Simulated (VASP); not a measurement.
# In3Sb (Pm-3m) in VASP: further runs, part 2 of 2

VASP 6.6.1. The steps go on from the part before.

## 3. Relaxation of cell and atoms, LDA, target pressure -2 GPa, at which the enthalpy is minimised

This run uses another cell than the first one, of 28.29 Å³/atom.

File INCAR:

```
SYSTEM = In3Sb
  PREC = Accurate
  ENCUT = 500
  EDIFF = 1E-7
  ISMEAR = -1
  SIGMA = 0.1
  LREAL = .False.
  LASPH = .True.
  NELM = 120
  ALGO = Normal
  ISIF = 3
  LWAVE = .False.
  LCHARG = .False.
  GGA = CA
  IBRION = 2
  NSW = 80
  EDIFFG = -0.02
  PSTRESS = -20.0
  GGA_COMPAT = .False.
  NELMIN = 4
```

File KPOINTS:

```
Automatic mesh
0
Gamma
  4 4 4
  0 0 0
```

File POSCAR:

```
In3Sb
1.0
    4.8369620000      0.0000000000      0.0000000000
    0.0000000000      4.8369620000      0.0000000000
    0.0000000000      0.0000000000      4.8369620000
In Sb
3 1
Direct
    0.5000000000      0.5000000000      0.0000000000
    0.5000000000      0.0000000000      0.5000000000
    0.0000000000      0.5000000000      0.5000000000
    0.0000000000      0.0000000000      0.0000000000
```

Potentials or basis: VASP PAW LDA potentials, release 64 (In_d, Sb).

Launch:

```sh
$ cat potpaw_LDA.64/In_d/POTCAR potpaw_LDA.64/Sb/POTCAR > POTCAR
$ mpirun -np 1 vasp_std > vasp.out
```

OUTCAR:

```text
SYSTEM = In3Sb
   PREC = Accurate
   ENCUT = 500
   EDIFF = 1E-7
   ISMEAR = -1
   LREAL = .False.
   LASPH = .True.
   NELM = 120
   ISIF = 3
   GGA = CA
   IBRION = 2
   NSW = 80
   EDIFFG = -0.02
   PSTRESS = -20.0
   NELMIN = 4

 ion  position               nearest neighbor table
   1  0.500  0.500  0.000-   2 3.42   3 3.42   4 3.42   2 3.42   3 3.42   2 3.42   4 3.42   2 3.42
                             3 3.42   4 3.42   3 3.42   4 3.42
   2  0.500  0.000  0.500-   1 3.42   3 3.42   4 3.42   1 3.42   4 3.42   1 3.42   3 3.42   1 3.42
                             3 3.42   4 3.42   4 3.42   3 3.42
   3  0.000  0.500  0.500-   1 3.42   2 3.42   4 3.42   1 3.42   4 3.42   2 3.42   4 3.42   4 3.42
                             1 3.42   2 3.42   1 3.42   2 3.42
   4  0.000  0.000  0.000-   1 3.42   2 3.42   3 3.42   2 3.42   3 3.42   1 3.42   3 3.42   3 3.42
[... 182 lines left out ...]
  -------------------------------------------------------------------------------------
  Total       -3.1252573     -3.1252573     -3.1252573      0.0000000     -0.0000000     -0.0000000
  in kB      -44.2464400    -44.2464400    -44.2464400      0.0000000     -0.0000000     -0.0000000
  external PRESSURE =     -24.2464400 kB  Pullay stress =     -20.0000000 kB
[... 67 lines left out ...]
--------------------------------------- Ionic step        3  -------------------------------------------

 number of electron      44.0000023 magnetization

 Free energy of the ion-electron system (eV)
  ---------------------------------------------------
  ext. energy  EPLUGINS =         0.00000000
  ---------------------------------------------------
  free energy    TOTEN  =       -14.35242852 eV

  energy without entropy =      -14.27063912  energy(sigma->0) =      -14.31153382

 E-fermi :   7.7065     XC(G=0): -10.5207

 val. band max:        7.7041103278   @ k =   0.5000   0.0000   0.0000
 cond. band min:       7.7461318935   @ k =   0.5000   0.2500   0.0000
 fundamental gap:      0.0420215658
 Fermi energy:         7.7064843551

 k-point     1 :       0.0000    0.0000    0.0000
  band No.  band energies     occupation
      1      -7.1443      2.00000
      2      -7.1335      2.00000
      3      -7.1335      2.00000
      4      -7.1335      2.00000
      5      -6.9796      2.00000
      6      -6.9796      2.00000
[... 314 lines left out ...]
  energy  without entropy=      -14.2706391246  energy(sigma->0) =      -14.31153382

  enthalpy is  TOTEN    =       -15.6584946476 eV   P V=       -1.3060661252

 reached required accuracy - stopping structural energy minimisation
```

It took 36 s on 1 thread of Intel Xeon 6975P-C (Granite Rapids), shared host; peak memory 0.17 GiB.

Results:

| Item | Value |
| --- | --- |
| Free energy | -14.3524 eV |
| Relaxed volume | 26.16 Å³/atom |
| Relaxed cell | a = 4.712 Å, b = 4.712 Å, c = 4.712 Å, α = 90.00°, β = 90.00°, γ = 90.00° |
| Space group after relaxing (to 0.1 Å) | Pm-3m (No. 221) |
| Energy change on relaxing (the run minimises the enthalpy) | -44.4 meV/atom |
| Ionic steps | 3 |
| Pressure after relaxing | -2.0 GPa |
| Band gap on the k mesh | zero (bands 22 and 23 overlap by 3.78 eV) |

Step by step:
| step | energy change (eV) | largest force (eV/Å) | pressure (GPa) | volume (Å³) |
| --- | --- | --- | --- | --- |
| 1 | 0.0000 | 0.0000 | -4.42 | 113.17 |
| 2 | -0.1534 | 0.0000 | -2.60 | 106.30 |
| 3 | -0.1777 | 0.0000 | -2.03 | 104.63 |

Final structure:
```
In Sb
1.0
     4.71211    0.00000    0.00000
     0.00000    4.71211    0.00000
     0.00000    0.00000    4.71211
In Sb
3 1
Direct
  0.50000 0.50000 0.00000
  0.50000 0.00000 0.50000
  0.00000 0.50000 0.50000
  0.00000 0.00000 0.00000
```

Caveat: the cell is relaxed towards a set pressure, so the run minimises the enthalpy, not the energy; spin-orbit coupling is left out, which moves the levels of the heavy elements.

## 4. Relaxation of cell and atoms, LDA

This run uses another cell than the first one, of 28.29 Å³/atom.

File INCAR:

```
SYSTEM = In3Sb
PREC     = Accurate       ! precision mode
ENCUT    = 500            ! plane-wave cutoff, eV
EDIFF    = 1E-7           ! SCF threshold, eV
ISMEAR   = -1             ! smearing method
SIGMA    = 0.1            ! smearing width, eV
LREAL    = .FALSE.        ! projectors in reciprocal space
LASPH    = .TRUE.         ! aspherical terms in the spheres
NELM     = 120            ! most SCF steps
ALGO     = Normal         ! electronic algorithm
ISIF     = 3              ! what is computed and relaxed
LWAVE    = .FALSE.        ! write WAVECAR
LCHARG   = .FALSE.        ! write CHGCAR
IBRION   = 2              ! ionic algorithm
NSW      = 80             ! ionic steps
EDIFFG   = -0.02          ! ionic threshold
GGA_COMPAT= .FALSE.      
NELMIN   = 4
```

File KPOINTS:

```
regular mesh
0
G
  4 4 4
  0 0 0
```

POSCAR is that of step 3.

Launch:

```sh
$ cat potpaw_LDA.64/In_d/POTCAR potpaw_LDA.64/Sb/POTCAR > POTCAR
$ mpirun -np 1 vasp_std > vasp.out
```

Wall time 31 s (1 thread of Intel Xeon 6975P-C (Granite Rapids), shared host); peak memory 0.18 GiB.

It converged, with:

- Free energy: -14.3840 eV
- Relaxed volume: 24.98 Å³/atom
- Relaxed cell: a = 4.640 Å, b = 4.640 Å, c = 4.640 Å, α = 90.00°, β = 90.00°, γ = 90.00°
- Space group after relaxing (to 0.1 Å): Pm-3m (No. 221)
- Energy gained by relaxing: 52.3 meV/atom
- Ionic steps: 3
- Pressure after relaxing: 0.0 GPa
- Band gap on the k mesh: zero (bands 22 and 23 overlap by 4.06 eV)

Step by step:
```csv
step,energy change (eV),largest force (eV/Å),pressure (GPa),volume (Å³)
1,0.0000,0.0000,-4.42,113.17
2,-0.2079,0.0000,-0.46,100.85
3,-0.2092,0.0000,-0.01,99.93
```

Final structure:
```
In Sb
1.0
     4.64049    0.00000    0.00000
     0.00000    4.64049    0.00000
     0.00000    0.00000    4.64049
In Sb
3 1
Direct
  0.50000 0.50000 0.00000
  0.50000 0.00000 0.50000
  0.00000 0.50000 0.50000
  0.00000 0.00000 0.00000
```

Levels at points of the mesh, in eV from the Fermi level:
```
           k point  band 18  band 19  band 20  band 21  band 22  band 23  band 24  band 25  band 26
(0.00, 0.00, 0.00)    -3.48    -3.48    -3.48    -2.45    -2.45     2.22     2.22     2.22     3.81
(0.50, 0.00, 0.00)    -4.03    -1.98    -1.98    -1.75    -0.57    -0.57    -0.03     0.77     4.68
(0.50, 0.50, 0.00)    -6.64    -6.35    -0.87    -0.31     0.30     0.30     1.33     1.33     1.39
(0.50, 0.50, 0.50)    -4.76    -4.76    -4.73    -4.73    -4.73    -3.77     5.66     5.66     5.66
```

Caveat: spin-orbit coupling is left out, which moves the levels of the heavy elements.

## 5. Relaxation of cell and atoms, LDA, target pressure 2 GPa, at which the enthalpy is minimised

This run uses another cell than the first one, of 28.29 Å³/atom.

File INCAR:

```
PREC = Accurate
ENCUT = 500
EDIFF = 1E-7
ISMEAR = -1
SIGMA = 0.1
LREAL = False
LASPH = True
NELM = 120
ALGO = Normal
ISIF = 3
LWAVE = False
LCHARG = False
IBRION = 2
NSW = 80
EDIFFG = -0.02
PSTRESS = 20.0
GGA_COMPAT = False
NELMIN = 4
```

File KPOINTS:

```
regular mesh
0
Gamma
  4 4 4
```

POSCAR is that of step 4.

Launch:

```sh
$ cat potpaw_LDA.64/In_d/POTCAR potpaw_LDA.64/Sb/POTCAR > POTCAR
$ mpirun -np 1 vasp_std > vasp.out
```

It took 31 s on 1 thread of Intel Xeon 6975P-C (Granite Rapids), shared host; peak memory 0.18 GiB.

Results (log left out):

* Free energy: -14.3636 eV
* Relaxed volume: 24.12 Å³/atom
* Relaxed cell: a = 4.587 Å, b = 4.587 Å, c = 4.587 Å, α = 90.00°, β = 90.00°, γ = 90.00°
* Space group after relaxing (to 0.1 Å): Pm-3m (No. 221)
* Energy change on relaxing (the run minimises the enthalpy): -47.2 meV/atom
* Ionic steps: 3
* Pressure after relaxing: 2.0 GPa
* Band gap on the k mesh: zero (bands 22 and 23 overlap by 4.30 eV)

Step by step:
| step | energy change (eV) | largest force (eV/Å) | pressure (GPa) | volume (Å³) |
| --- | --- | --- | --- | --- |
| 1 | 0.0000 | 0.0000 | -4.42 | 113.17 |
| 2 | -0.1759 | 0.0000 | 2.61 | 95.58 |
| 3 | -0.1888 | 0.0000 | 1.99 | 96.49 |

Final structure:
```cif
data_structure
_symmetry_space_group_name_H-M 'P 1'
_symmetry_Int_Tables_number 1
_cell_length_a 4.5866
_cell_length_b 4.5866
_cell_length_c 4.5866
_cell_angle_alpha 90.000
_cell_angle_beta 90.000
_cell_angle_gamma 90.000
_cell_volume 96.49
loop_
_atom_site_label
_atom_site_type_symbol
_atom_site_fract_x
_atom_site_fract_y
_atom_site_fract_z
_atom_site_occupancy
In1 In 0.50000 0.50000 0.00000 1
In2 In 0.50000 0.00000 0.50000 1
In3 In 0.00000 0.50000 0.50000 1
Sb1 Sb 0.00000 0.00000 0.00000 1
```

Levels at points of the mesh, in eV from the Fermi level:
| k point | band 18 | band 19 | band 20 | band 21 | band 22 | band 23 | band 24 | band 25 | band 26 |
| --- | --- | --- | --- | --- | --- | --- | --- | --- | --- |
| (0.00, 0.00, 0.00) | -3.63 | -3.63 | -3.63 | -2.40 | -2.40 | 2.28 | 2.28 | 2.28 | 3.87 |
| (0.50, 0.00, 0.00) | -3.98 | -2.06 | -2.06 | -1.65 | -0.63 | -0.63 | -0.04 | 0.72 | 4.81 |
| (0.50, 0.50, 0.00) | -6.80 | -6.50 | -0.89 | -0.31 | 0.38 | 0.38 | 1.32 | 1.32 | 1.47 |
| (0.50, 0.50, 0.50) | -4.93 | -4.93 | -4.79 | -4.79 | -4.79 | -3.92 | 5.87 | 5.87 | 5.87 |

Caveat: the cell is relaxed towards a set pressure, so the run minimises the enthalpy, not the energy; spin-orbit coupling is left out, which moves the levels of the heavy elements.

## 6. The runs side by side

| task | cell | gap on the mesh (eV) | pressure (GPa) |
| --- | --- | --- | --- |
| single point | a = 4.712 Å, 4 atoms | none | -2.0 |
| relaxation of cell and atoms | relaxed to -2 GPa from a = 4.837 Å, 4 atoms | none | -2.0 |
| relaxation of cell and atoms | relaxed from a = 4.837 Å, 4 atoms | none | 0.0 |
| relaxation of cell and atoms | relaxed to 2 GPa from a = 4.837 Å, 4 atoms | none | 2.0 |

Alike in all rows: level LDA; potentials or basis VASP PAW LDA potentials, release 64 (In_d, Sb); no spin polarisation; k mesh 4 × 4 × 4; cutoff (eV) 500; smearing fermi-dirac 0.1 eV.

Caveats: spin-orbit coupling is left out, which moves the levels of the heavy elements; the cell is relaxed towards a set pressure, so the run minimises the enthalpy, not the energy (at least some runs).

Absolute energies hang on the potentials; compare differences alone.
